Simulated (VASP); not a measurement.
# InPd (Pm-3m) in VASP: further runs

Runs on InPd. Level: PBEsol. Tasks: single point.

All numbers are computed with VASP 6.6.1; they aren't measurements. Logs are shortened: lines on timing, memory, paths and dates and some standing lists are left out, and cuts for length are marked.

## Step 1: The cell of the first run

It takes space group Pm-3m (No. 221, cubic). The conventional cell has a = 3.252 Å, b = 3.252 Å, c = 3.252 Å, α = 90.00°, β = 90.00°, γ = 90.00°. In (site symmetry m-3m) has 8 Pd at 2.82 Å and 6 In at 3.25 Å within 3.7 Å. Pd (site symmetry m-3m) has 8 In at 2.82 Å and 6 Pd at 3.25 Å within 3.7 Å.

## Step 2: Single point, PBEsol

Input file INCAR:

```
PREC = Accurate
ENCUT = 500
EDIFF = 1E-6
ISMEAR = 0
SIGMA = 0.05
LREAL = False
LASPH = True
NELM = 120
ALGO = Normal
ISIF = 2
LWAVE = False
LCHARG = True
GGA = PS
LELF = True
LVHAR = True
NBANDS = 18
GGA_COMPAT = False
```

Input file KPOINTS:

```
Automatic mesh
0
Gamma
  10 10 10
```

Input file POSCAR:

```
InPd
1.0
    3.2523673137      0.0000000000      0.0000000000
    0.0000000000      3.2523673137      0.0000000000
    0.0000000000      0.0000000000      3.2523673137
In Pd
1 1
Direct
    0.0000000000      0.0000000000      0.0000000000
    0.5000000000      0.5000000000      0.5000000000
```

Potentials or basis: VASP PAW PBE potentials, release 64 (In_d, Pd).

Launch:

```bash
$ cat potpaw_PBE.64/In_d/POTCAR potpaw_PBE.64/Pd/POTCAR > POTCAR
$ mpirun -np 1 vasp_std > vasp.out
```

OUTCAR:

```text
PREC = Accurate
   ENCUT = 500
   EDIFF = 1E-6
   ISMEAR = 0
   LREAL = False
   LASPH = True
   NELM = 120
   ISIF = 2
   GGA = PS

 ion  position               nearest neighbor table
   1  0.000  0.000  0.000-   2 2.82   2 2.82   2 2.82   2 2.82   2 2.82   2 2.82   2 2.82   2 2.82

   2  0.500  0.500  0.500-   1 2.82   1 2.82   1 2.82   1 2.82   1 2.82   1 2.82   1 2.82   1 2.82

  LATTYP: Found a simple cubic cell.
 ALAT       =     3.2523673137

  Lattice vectors:

 A1 = (   3.2523673137,   0.0000000000,   0.0000000000)
 A2 = (   0.0000000000,   3.2523673137,   0.0000000000)
 A3 = (   0.0000000000,   0.0000000000,   3.2523673137)

Analysis of symmetry for initial positions (statically):
=====================================================================
 Subroutine PRICEL returns:
 Original cell was already a primitive cell.

 Routine SETGRP: Setting up the symmetry group for a
 simple cubic supercell.

 Subroutine GETGRP returns: Found 48 space group operations
 (whereof 48 operations were pure point group operations)
 out of a pool of 48 trial point group operations.

The static configuration has the point symmetry O_h .

Analysis of symmetry for dynamics (positions and initial velocities):
=====================================================================
 Subroutine PRICEL returns:
 Original cell was already a primitive cell.

 Routine SETGRP: Setting up the symmetry group for a
 simple cubic supercell.

 Subroutine GETGRP returns: Found 48 space group operations
 (whereof 48 operations were pure point group operations)
 out of a pool of 48 trial point group operations.

The dynamic configuration has the point symmetry O_h .

 Subroutine INISYM returns: Found 48 space group operations
 (whereof 48 operations are pure point group operations),
 and found     1 'primitive' translations

----------------------------------------------------------------------------------------

                                     Primitive cell

  volume of cell :      34.4032

  direct lattice vectors                    reciprocal lattice vectors
     3.252367314  0.000000000  0.000000000     0.307468346  0.000000000  0.000000000
     0.000000000  3.252367314  0.000000000     0.000000000  0.307468346  0.000000000
     0.000000000  0.000000000  3.252367314     0.000000000  0.000000000  0.307468346

  length of vectors
     3.252367314  3.252367314  3.252367314     0.307468346  0.307468346  0.307468346

  position of ions in fractional coordinates (direct lattice)
     0.000000000  0.000000000  0.000000000
     0.500000000  0.500000000  0.500000000

  ion indices of the primitive-cell ions
   primitive index   ion index
                 1           1
                 2           2

----------------------------------------------------------------------------------------

 KPOINTS: Automatic mesh

Automatic generation of k-mesh.
 Grid dimensions read from file:
 generate k-points for:   10   10   10

 Generating k-lattice:

  Cartesian coordinates                     Fractional coordinates (reciprocal lattice)
     0.030746835  0.000000000  0.000000000     0.100000000  0.000000000  0.000000000
     0.000000000  0.030746835  0.000000000     0.000000000  0.100000000  0.000000000
     0.000000000  0.000000000  0.030746835     0.000000000  0.000000000  0.100000000

  Length of vectors
     0.030746835  0.030746835  0.030746835

  Shift w.r.t. Gamma in fractional coordinates (k-lattice)
     0.000000000  0.000000000  0.000000000

 Subroutine IBZKPT returns following result:
 ===========================================

 Found     56 irreducible k-points:

 Following reciprocal coordinates:
            Coordinates               Weight
  0.000000  0.000000  0.000000      1.000000
  0.100000  0.000000  0.000000      6.000000
  0.200000  0.000000  0.000000      6.000000
  0.300000  0.000000  0.000000      6.000000
  0.400000  0.000000  0.000000      6.000000
  0.500000  0.000000  0.000000      3.000000
[... 16 lines left out ...]
  0.200000  0.100000  0.100000     24.000000
  0.300000  0.100000  0.100000     24.000000
 [... further k-points ...]
   k-points           NKPTS =     56   k-points in BZ     NKDIM =     56   number of bands    NBANDS=     18
   number of dos      NEDOS =    301   number of ions     NIONS =      2
   total plane-waves  NPLWV =  13824
   dimension x,y,z NGX =    24 NGY =   24 NGZ =   24
   dimension x,y,z NGXF=    48 NGYF=   48 NGZF=   48
   ions per type =               1   1
   NGX,Y,Z   is equivalent  to a cutoff of  12.27, 12.27, 12.27 a.u.
   NGXF,Y,Z  is equivalent  to a cutoff of  24.54, 24.54, 24.54 a.u.
 SYSTEM =  unknown system
   PREC   = accura    normal or accurate (medium, high low for compatibility)
   ISTART =      0    job   : 0-new  1-cont  2-samecut
   ICHARG =      2    charge: 1-file 2-atom 10-const
   ISPIN  =      1    spin polarized calculation?
   LNONCOLLINEAR =      F non collinear calculations
   LSORBIT =      F    spin-orbit coupling
   LASPH  =      T    aspherical Exc in radial PAW
   ENCUT  =  500.0 eV  36.75 Ry    6.06 a.u.   5.93  5.93  5.93*2*pi/ulx,y,z
   NELM   =    120;   NELMIN=  2; NELMDL= -5     # of ELM steps
   EDIFF  = 0.1E-05   stopping-criterion for ELM
   LREAL  =      F    real-space projection
   EDIFFG = 0.1E-04   stopping-criterion for IOM
   NSW    =      0    number of steps for IOM
   IBRION =     -1    ionic relax: 0-MD 1-quasi-New 2-CG
   NFREE  =      0    steps in history (QN), initial steepest desc. (CG)
   ISIF   =      2    stress and relaxation
   ISYM   =      2    0-nonsym 1-usesym 2-fastsym
   POTIM  = 0.5000    time-step for ionic-motion
   TEBEG  =    0.0;   TEEND  =   0.0 temperature during run
   PSTRESS=    0.0 pullay stress
   NELECT =      23.0000    total number of electrons
   NUPDOWN=      -1.0000    fix difference up-down
   EMIN   =  10.00;   EMAX   =-10.00  energy-range for DOS
   EFERMI =   0.00;   METHOD = LEGACY
   ISMEAR =     0;   SIGMA  =   0.05  broadening in eV -4-tet -1-fermi 0-gaus
   EFERMI_NEDOS =   21; number of points for ismear=-14 and -15
   IALGO  =     38    algorithm
   IMIX   =      4    mixing-type and parameters
     AMIX     =   0.40;   BMIX     =  1.00
     AMIX_MAG =   1.60;   BMIX_MAG =  1.00
  volume/ion in A,a.u.               =      17.20       116.08
  Fermi-wavevector in a.u.,A,eV,Ry     =   1.431477  2.705100 27.880076  2.049128
  Thomas-Fermi vector in A             =   2.551210
   LORBIT       =      0    0 simple, 1 ext, 2 COOP (PROOUT), +10 PAW based schemes
   GGA     = PS    functional components
   LHFCALC =     F    Hartree Fock is set to
   AEXX    =    0.0000 exact exchange contribution
   IVDW    =     0    specifies the selected vdW correction
   LEPSILON=     F    determine dielectric tensor
   LRPA    =     F    only Hartree local field effects (RPA)
 non-spin polarized calculation
 Gauss-broadening in eV      SIGMA  =   0.05
  energy-cutoff  :      500.00
  volume of cell :       34.40
 maximum number of plane-waves:       912
 NGX is ok and might be reduce to    24
   NGX = 11   NGY = 11   NGZ = 11

 number of electron      22.9999989 magnetization

 Free energy of the ion-electron system (eV)
  ---------------------------------------------------
  ext. energy  EPLUGINS =         0.00000000
  ---------------------------------------------------
  free energy    TOTEN  =        -9.99924417 eV

  energy without entropy =       -9.99726719  energy(sigma->0) =       -9.99825568

 E-fermi :  10.7307     XC(G=0): -12.5050

 val. band max:       10.7231224852   @ k =   0.3000   0.1000   0.1000
 cond. band min:      10.7700191296   @ k =   0.4000   0.3000   0.2000
 fundamental gap:      0.0468966444
 Fermi energy:        10.7306827000

 k-point     1 :       0.0000    0.0000    0.0000
  band No.  band energies     occupation
      1      -4.3087      2.00000
      2      -4.3087      2.00000
      3      -3.8725      2.00000
      4      -3.8725      2.00000
      5      -3.8725      2.00000
      6       0.3374      2.00000
[... 10 lines left out ...]
     17      21.3114      0.00000
     18      26.6347      0.00000

 k-point     2 :       0.1000    0.0000    0.0000
  band No.  band energies     occupation
      1      -4.3026      2.00000
      2      -4.2729      2.00000
      3      -3.8833      2.00000
      4      -3.8833      2.00000
      5      -3.8691      2.00000
      6       0.4988      2.00000
[... 10 lines left out ...]
     17      22.2566      0.00000
     18      26.2878      0.00000

 k-point     3 :       0.2000    0.0000    0.0000
  band No.  band energies     occupation
      1      -4.2865      2.00000
      2      -4.1797      2.00000
      3      -3.9116      2.00000
      4      -3.9116      2.00000
      5      -3.8602      2.00000
      6       0.9812      2.00000
[... 10 lines left out ...]
     17      24.8639      0.00000
     18      25.6199      0.00000

 k-point     4 :       0.3000    0.0000    0.0000
  band No.  band energies     occupation
      1      -4.2666      2.00000
      2      -4.0652      2.00000
      3      -3.9464      2.00000
      4      -3.9464      2.00000
      5      -3.8493      2.00000
      6       1.7748      2.00000
[... 375 lines left out ...]
      4      -3.8980      2.00000
      5      -3.8855      2.00000
      6       0.8181      2.00000
[... 10 lines left out ...]
     17      22.2754      0.00000
     18      25.7003      0.00000

 k-point    23 :       0.2000    0.1000    0.1000
  band No.  band energies     occupation
      1      -4.2323      2.00000
      2      -4.1516      2.00000
      3      -3.9304      2.00000
      4      -3.9275      2.00000
      5      -3.8859      2.00000
      6       1.2906      2.00000
[... 10 lines left out ...]
     17      24.4552      0.00000
     18      24.5121      0.00000

 k-point    24 :       0.3000    0.1000    0.1000
  band No.  band energies     occupation
      1      -4.2149      2.00000
      2      -4.0355      2.00000
      3      -3.9758      2.00000
      4      -3.9637      2.00000
      5      -3.8800      2.00000
      6       2.0606      2.00000
[... 10 lines left out ...]
     17      22.8611      0.00000
     18      23.6043      0.00000

 [... further k-points ...]
[... 5 lines left out ...]
  --------------------------------------------------------------------------------------
  -------------------------------------------------------------------------------------
  Total       -0.0502025     -0.0502025     -0.0502025     -0.0000000     -0.0000000     -0.0000000
  in kB       -2.3379583     -2.3379583     -2.3379583     -0.0000000     -0.0000000     -0.0000000
  external PRESSURE =      -2.3379583 kB  Pullay stress =       0.0000000 kB

 VOLUME and BASIS-vectors are now :
 -----------------------------------------------------------------------------
  energy-cutoff  :      500.00
  volume of cell :       34.40
      direct lattice vectors                 reciprocal lattice vectors
     3.252367314  0.000000000  0.000000000     0.307468346  0.000000000  0.000000000
     0.000000000  3.252367314  0.000000000     0.000000000  0.307468346  0.000000000
     0.000000000  0.000000000  3.252367314     0.000000000  0.000000000  0.307468346

 POSITION                                       TOTAL-FORCE (eV/Angst)
 -----------------------------------------------------------------------------------
      0.00000      0.00000      0.00000         0.000000      0.000000      0.000000
      1.62618      1.62618      1.62618         0.000000      0.000000      0.000000
 -----------------------------------------------------------------------------------
    total drift:                                0.000000      0.000000     -0.000000

  FREE ENERGIE OF THE ION-ELECTRON SYSTEM (eV)
  ---------------------------------------------------
  free  energy   TOTEN  =        -9.9992441717 eV

  energy  without entropy=       -9.9972671927  energy(sigma->0) =       -9.99825568
```

It took 11 s on 1 thread of AMD EPYC 9R45 (Zen 5), shared host; peak memory 0.13 GiB.

What came out:

```yaml
Free_energy: -9.9992 eV
Pressure: -0.2 GPa
```

Caveat: the PAW data sets were made with another functional, which shifts forces and pressure a little; spin-orbit coupling is left out, which moves the levels of the heavy elements.

## Step 3: Single point, PBEsol

This run uses another cell than the first one, of 17.14 Å³/atom, 0.997 times its volume.

Input file INCAR:

```
ALGO     = Normal         # electronic algorithm
EDIFF    = 1E-6           # SCF threshold, eV
ENCUT    = 500            # plane-wave cutoff, eV
GGA      = PS             # functional
GGA_COMPAT= False        
ISIF     = 2              # what is computed and relaxed
ISMEAR   = 0              # smearing method
LASPH    = True           # aspherical terms in the spheres
LCHARG   = False          # write CHGCAR
LREAL    = False          # projectors in reciprocal space
LWAVE    = False          # write WAVECAR
NBANDS   = 18             # bands
NELM     = 120            # most SCF steps
PREC     = Accurate       # precision mode
SIGMA    = 0.05           # smearing width, eV
```

Input file KPOINTS:

```
k-points
0
Gamma
  10 10 10
```

Input file POSCAR:

```
InPd
1.0
    3.2487861999      0.0000000000      0.0000000000
    0.0000000000      3.2487861999      0.0000000000
    0.0000000000      0.0000000000      3.2487861999
In Pd
1 1
Direct
    0.0000000000      0.0000000000      0.0000000000
    0.5000000000      0.5000000000      0.5000000000
```

Potentials or basis: VASP PAW PBE potentials, release 64 (In_d, Pd).

Launch:

```bash
$ cat potpaw_PBE.64/In_d/POTCAR potpaw_PBE.64/Pd/POTCAR > POTCAR
$ mpirun -np 1 vasp_std > vasp.out
```

It took 11 s on 1 thread of AMD EPYC 9R45 (Zen 5), shared host; peak memory 0.13 GiB.

The run converged. Its results:

* Free energy: -9.9992 eV
* Pressure: 0.2 GPa

Levels at points of the mesh, in eV from the Fermi level:
```tsv
k point	band 9	band 10	band 11	band 12	band 13	band 14	band 15	band 16
(0.00, 0.00, 0.00)	-2.46	-2.46	-2.46	4.07	4.07	4.07	9.51	10.60
(0.50, 0.00, 0.00)	-3.49	-3.49	-2.54	-1.27	9.57	9.57	9.83	10.68
(0.50, 0.50, 0.00)	-2.88	-2.58	-2.58	-1.86	1.41	2.37	9.44	11.22
(0.50, 0.50, 0.50)	-1.82	-1.82	-0.17	3.65	3.65	3.65	4.34	4.34
```

Caveat: the PAW data sets were made with another functional, which shifts forces and pressure a little; spin-orbit coupling is left out, which moves the levels of the heavy elements.
